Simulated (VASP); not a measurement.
# SnO2 (Pa-3) in VASP: single point with LDA

Aim: the single point of SnO2 with LDA.

All numbers are computed with VASP 6.6.1; they aren't measurements. Logs are shortened: lines on timing, memory, paths and dates and some standing lists are left out, and cuts for length are marked.

## (1) The cell of the first run

It takes space group Pa-3 (No. 205, cubic). The conventional cell has a = 5.068 Å, b = 5.068 Å, c = 5.068 Å, α = 90.00°, β = 90.00°, γ = 90.00°. Within 2.7 Å of Sn (site symmetry -3) lie 6 O at 2.07 Å. O (site symmetry 3) has 3 Sn at 2.07 Å and 6 O at 2.69 Å within 2.7 Å.

## (2) Single point, LDA

INCAR

```
SYSTEM = SnO2
PREC = Accurate ; ENCUT = 520
EDIFF = 1E-7 ; ISMEAR = 0
SIGMA = 0.02 ; LREAL = .False.
LASPH = .True. ; NELM = 60
ALGO = Normal ; ISIF = 2
LWAVE = .False. ; LCHARG = .False.
NBANDS = 64
```

KPOINTS

```
Automatic mesh
0
Gamma
  6 6 6
  0 0 0
```

POSCAR

```
SnO2
1.0
    5.0679172417      0.0000000000      0.0000000000
    0.0000000000      5.0679172417      0.0000000000
    0.0000000000      0.0000000000      5.0679172417
Sn O
4 8
Direct
    0.0000000000      0.5000000000      0.5000000000
    0.5000000000      0.5000000000      0.0000000000
    0.5000000000      0.0000000000      0.5000000000
    0.0000000000      0.0000000000      0.0000000000
    0.3396403698      0.1603596302      0.8396403698
    0.1603596302      0.8396403698      0.3396403698
    0.8396403698      0.3396403698      0.1603596302
    0.6603596302      0.6603596302      0.6603596302
    0.3396403698      0.3396403698      0.3396403698
    0.1603596302      0.6603596302      0.8396403698
    0.8396403698      0.1603596302      0.6603596302
    0.6603596302      0.8396403698      0.1603596302
```

Potentials or basis: VASP PAW LDA potentials, release 64 (Sn_d, O).

Run with:

```console
$ cat potpaw_LDA.64/Sn_d/POTCAR potpaw_LDA.64/O/POTCAR > POTCAR
$ mpirun -np 1 vasp_std > vasp.out
```

OUTCAR:

```text
SYSTEM = SnO2
   PREC = Accurate
   ENCUT = 520
   EDIFF = 1E-7
   ISMEAR = 0
   LREAL = .False.
   LASPH = .True.
   NELM = 60
   ISIF = 2

 ion  position               nearest neighbor table
   1  0.000  0.500  0.500-   6 2.07   7 2.07   8 2.07   9 2.07  10 2.07  11 2.07   2 3.58   3 3.58
                             4 3.58   2 3.58   4 3.58   3 3.58   4 3.58   4 3.58   2 3.58   3 3.58
   2  0.500  0.500  0.000-   5 2.07   7 2.07   8 2.07   9 2.07  10 2.07  12 2.07   1 3.58   3 3.58
                             4 3.58   1 3.58   3 3.58   3 3.58   4 3.58   3 3.58   1 3.58   4 3.58
   3  0.500  0.000  0.500-   5 2.07   6 2.07   8 2.07   9 2.07  11 2.07  12 2.07   1 3.58   2 3.58
                             4 3.58   2 3.58   4 3.58   1 3.58   2 3.58   2 3.58   1 3.58   4 3.58
   4  0.000  0.000  0.000-   5 2.07   6 2.07   7 2.07  10 2.07  11 2.07  12 2.07   1 3.58   2 3.58
                             3 3.58   1 3.58   3 3.58   1 3.58   2 3.58   1 3.58   2 3.58   3 3.58
   5  0.340  0.160  0.840-   2 2.07   3 2.07   4 2.07
   6  0.160  0.840  0.340-   1 2.07   3 2.07   4 2.07
   7  0.840  0.340  0.160-   1 2.07   2 2.07   4 2.07
   8  0.660  0.660  0.660-   1 2.07   2 2.07   3 2.07
   9  0.340  0.340  0.340-   1 2.07   2 2.07   3 2.07
  10  0.160  0.660  0.840-   1 2.07   2 2.07   4 2.07
  11  0.840  0.160  0.660-   1 2.07   3 2.07   4 2.07
  12  0.660  0.840  0.160-   2 2.07   3 2.07   4 2.07

  LATTYP: Found a simple cubic cell.
 ALAT       =     5.0679172417

  Lattice vectors:

 A1 = (   5.0679172417,   0.0000000000,   0.0000000000)
 A2 = (   0.0000000000,   5.0679172417,   0.0000000000)
 A3 = (   0.0000000000,   0.0000000000,   5.0679172417)

Analysis of symmetry for initial positions (statically):
=====================================================================
 Subroutine PRICEL returns:
 Original cell was already a primitive cell.

 Routine SETGRP: Setting up the symmetry group for a
 simple cubic supercell.

 Subroutine GETGRP returns: Found 24 space group operations
 (whereof  6 operations were pure point group operations)
 out of a pool of 48 trial point group operations.

The static configuration has the point symmetry S_6 .
 The point group associated with its full space group is T_h .

Analysis of symmetry for dynamics (positions and initial velocities):
=====================================================================
 Subroutine PRICEL returns:
 Original cell was already a primitive cell.

 Routine SETGRP: Setting up the symmetry group for a
 simple cubic supercell.

 Subroutine GETGRP returns: Found 24 space group operations
 (whereof  6 operations were pure point group operations)
 out of a pool of 48 trial point group operations.

The dynamic configuration has the point symmetry S_6 .
 The point group associated with its full space group is T_h .

 Subroutine INISYM returns: Found 24 space group operations
 (whereof  6 operations are pure point group operations),
 and found     1 'primitive' translations

----------------------------------------------------------------------------------------

                                     Primitive cell

  volume of cell :     130.1633

  direct lattice vectors                    reciprocal lattice vectors
     5.067917242  0.000000000  0.000000000     0.197319718  0.000000000  0.000000000
     0.000000000  5.067917242  0.000000000     0.000000000  0.197319718  0.000000000
     0.000000000  0.000000000  5.067917242     0.000000000  0.000000000  0.197319718

  length of vectors
     5.067917242  5.067917242  5.067917242     0.197319718  0.197319718  0.197319718

  position of ions in fractional coordinates (direct lattice)
     0.000000000  0.500000000  0.500000000
     0.500000000  0.500000000  0.000000000
     0.500000000  0.000000000  0.500000000
     0.000000000  0.000000000  0.000000000
     0.339640370  0.160359630  0.839640370
     0.160359630  0.839640370  0.339640370
     0.839640370  0.339640370  0.160359630
     0.660359630  0.660359630  0.660359630
     0.339640370  0.339640370  0.339640370
     0.160359630  0.660359630  0.839640370
     0.839640370  0.160359630  0.660359630
     0.660359630  0.839640370  0.160359630

  ion indices of the primitive-cell ions
   primitive index   ion index
                 1           1
                 2           2
                 3           3
                 4           4
                 5           5
                 6           6
                 7           7
                 8           8
                 9           9
                10          10
                11          11
                12          12

----------------------------------------------------------------------------------------

 KPOINTS: Automatic mesh

Automatic generation of k-mesh.
 Grid dimensions read from file:
 generate k-points for:    6    6    6

 Generating k-lattice:

  Cartesian coordinates                     Fractional coordinates (reciprocal lattice)
     0.032886620  0.000000000  0.000000000     0.166666667  0.000000000  0.000000000
     0.000000000  0.032886620  0.000000000     0.000000000  0.166666667  0.000000000
     0.000000000  0.000000000  0.032886620     0.000000000  0.000000000  0.166666667

  Length of vectors
     0.032886620  0.032886620  0.032886620

  Shift w.r.t. Gamma in fractional coordinates (k-lattice)
     0.000000000  0.000000000  0.000000000

 Subroutine IBZKPT returns following result:
 ===========================================

 Found     24 irreducible k-points:

 Following reciprocal coordinates:
            Coordinates               Weight
  0.000000  0.000000  0.000000      1.000000
  0.166667  0.000000  0.000000      6.000000
  0.333333  0.000000  0.000000      6.000000
  0.500000  0.000000  0.000000      3.000000
  0.166667  0.166667  0.000000     12.000000
  0.333333  0.166667  0.000000     12.000000
[... 16 lines left out ...]
  0.500000  0.500000  0.333333      6.000000
  0.500000  0.500000  0.500000      1.000000
   k-points           NKPTS =     24   k-points in BZ     NKDIM =     24   number of bands    NBANDS=     64
   number of dos      NEDOS =    301   number of ions     NIONS =     12
   total plane-waves  NPLWV =  64000
   dimension x,y,z NGX =    40 NGY =   40 NGZ =   40
   dimension x,y,z NGXF=    80 NGYF=   80 NGZF=   80
   ions per type =               4   8
   NGX,Y,Z   is equivalent  to a cutoff of  13.12, 13.12, 13.12 a.u.
   NGXF,Y,Z  is equivalent  to a cutoff of  26.24, 26.24, 26.24 a.u.
 SYSTEM =  SnO2
   PREC   = accura    normal or accurate (medium, high low for compatibility)
   ISTART =      0    job   : 0-new  1-cont  2-samecut
   ICHARG =      2    charge: 1-file 2-atom 10-const
   ISPIN  =      1    spin polarized calculation?
   LNONCOLLINEAR =      F non collinear calculations
   LSORBIT =      F    spin-orbit coupling
   LASPH  =      T    aspherical Exc in radial PAW
   ENCUT  =  520.0 eV  38.22 Ry    6.18 a.u.   9.42  9.42  9.42*2*pi/ulx,y,z
   NELM   =     60;   NELMIN=  2; NELMDL= -5     # of ELM steps
   EDIFF  = 0.1E-06   stopping-criterion for ELM
   LREAL  =      F    real-space projection
   EDIFFG = 0.1E-05   stopping-criterion for IOM
   NSW    =      0    number of steps for IOM
   IBRION =     -1    ionic relax: 0-MD 1-quasi-New 2-CG
   NFREE  =      0    steps in history (QN), initial steepest desc. (CG)
   ISIF   =      2    stress and relaxation
   ISYM   =      2    0-nonsym 1-usesym 2-fastsym
   POTIM  = 0.5000    time-step for ionic-motion
   TEBEG  =    0.0;   TEEND  =   0.0 temperature during run
   PSTRESS=    0.0 pullay stress
   NELECT =     104.0000    total number of electrons
   NUPDOWN=      -1.0000    fix difference up-down
   EMIN   =  10.00;   EMAX   =-10.00  energy-range for DOS
   EFERMI =   0.00;   METHOD = LEGACY
   ISMEAR =     0;   SIGMA  =   0.02  broadening in eV -4-tet -1-fermi 0-gaus
   EFERMI_NEDOS =   21; number of points for ismear=-14 and -15
   IALGO  =     38    algorithm
   IMIX   =      4    mixing-type and parameters
     AMIX     =   0.40;   BMIX     =  1.00
     AMIX_MAG =   1.60;   BMIX_MAG =  1.00
  volume/ion in A,a.u.               =      10.85        73.20
  Fermi-wavevector in a.u.,A,eV,Ry     =   1.519112  2.870705 31.398177  2.307701
  Thomas-Fermi vector in A             =   2.628142
   LORBIT       =      0    0 simple, 1 ext, 2 COOP (PROOUT), +10 PAW based schemes
   GGA     = CA    functional components
   LHFCALC =     F    Hartree Fock is set to
   AEXX    =    0.0000 exact exchange contribution
   IVDW    =     0    specifies the selected vdW correction
   LEPSILON=     F    determine dielectric tensor
   LRPA    =     F    only Hartree local field effects (RPA)
 non-spin polarized calculation
 Gauss-broadening in eV      SIGMA  =   0.02
  energy-cutoff  :      520.00
  volume of cell :      130.16
 maximum number of plane-waves:      3544
 NGX is ok and might be reduce to    40
   NGX = 19   NGY = 19   NGZ = 19

 number of electron     104.0000085 magnetization

 Free energy of the ion-electron system (eV)
  ---------------------------------------------------
  ext. energy  EPLUGINS =         0.00000000
  ---------------------------------------------------
  free energy    TOTEN  =       -83.71935788 eV

  energy without entropy =      -83.71935788  energy(sigma->0) =      -83.71935788

 E-fermi :   7.2409     XC(G=0): -12.4734

 val. band max:        7.0789041563   @ k =  -0.1667   0.3333   0.0000
 cond. band min:       8.2051230785   @ k =   0.0000   0.0000   0.0000
 fundamental gap:      1.1262189222
 Fermi energy:         7.2409198420

 k-point     1 :       0.0000    0.0000    0.0000
  band No.  band energies     occupation
      1     -13.6944      2.00000
      2     -13.6944      2.00000
      3     -13.6944      2.00000
      4     -12.8467      2.00000
      5     -12.8467      2.00000
      6     -12.8467      2.00000
[... 1597 lines left out ...]
     63      18.3735      0.00000
     64      18.3735      0.00000

------------------------ aborting loop because EDIFF is reached ----------------------------------------

  FORCE on cell =-STRESS in cart. coord.  units (eV):
  Direction    XX          YY          ZZ          XY          YZ          ZX
  --------------------------------------------------------------------------------------
  -------------------------------------------------------------------------------------
  Total        0.8731616      0.8731616      0.8731616     -0.0000000      0.0000000     -0.0000000
  in kB       10.7477281     10.7477281     10.7477281     -0.0000000      0.0000000     -0.0000000
  external PRESSURE =      10.7477281 kB  Pullay stress =       0.0000000 kB

 VOLUME and BASIS-vectors are now :
 -----------------------------------------------------------------------------
  energy-cutoff  :      520.00
  volume of cell :      130.16
      direct lattice vectors                 reciprocal lattice vectors
     5.067917242  0.000000000  0.000000000     0.197319718  0.000000000  0.000000000
     0.000000000  5.067917242  0.000000000     0.000000000  0.197319718  0.000000000
     0.000000000  0.000000000  5.067917242     0.000000000  0.000000000  0.197319718

 POSITION                                       TOTAL-FORCE (eV/Angst)
 -----------------------------------------------------------------------------------
      0.00000      2.53396      2.53396        -0.000000      0.000000      0.000000
      2.53396      2.53396      0.00000        -0.000000      0.000000      0.000000
      2.53396      0.00000      2.53396        -0.000000      0.000000      0.000000
      0.00000      0.00000      0.00000        -0.000000      0.000000      0.000000
      1.72127      0.81269      4.25523         0.001257     -0.001257      0.001257
      0.81269      4.25523      1.72127        -0.001257      0.001257      0.001257
      4.25523      1.72127      0.81269         0.001257      0.001257     -0.001257
      3.34665      3.34665      3.34665        -0.001257     -0.001257     -0.001257
      1.72127      1.72127      1.72127         0.001257      0.001257      0.001257
      0.81269      3.34665      4.25523        -0.001257     -0.001257      0.001257
      4.25523      0.81269      3.34665         0.001257     -0.001257     -0.001257
      3.34665      4.25523      0.81269        -0.001257      0.001257     -0.001257
 -----------------------------------------------------------------------------------
    total drift:                               -0.000000     -0.000000     -0.000000

  FREE ENERGIE OF THE ION-ELECTRON SYSTEM (eV)
  ---------------------------------------------------
  free  energy   TOTEN  =       -83.7193578752 eV

  energy  without entropy=      -83.7193578752  energy(sigma->0) =      -83.71935788
```

It took 2.4 min on 1 thread of AMD EPYC 9R14 (Zen 4), shared host; peak memory 0.25 GiB.

What came out:

```
Free energy            : -83.7194 eV
Pressure               : 1.1 GPa
Band gap on the k mesh : 1.13 eV, indirect (least direct gap 1.22 eV)
```

Forces on the atoms (eV/Å):
```
Sn   0.000  0.000  0.000
Sn   0.000  0.000  0.000
Sn   0.000  0.000  0.000
Sn   0.000  0.000  0.000
O    0.001 -0.001  0.001
O   -0.001  0.001  0.001
O    0.001  0.001 -0.001
O   -0.001 -0.001 -0.001
O    0.001  0.001  0.001
O   -0.001 -0.001  0.001
O    0.001 -0.001 -0.001
O   -0.001  0.001 -0.001
```

Caveat: spin-orbit coupling is left out, which moves the levels of the heavy elements. A k mesh can miss the band edges.
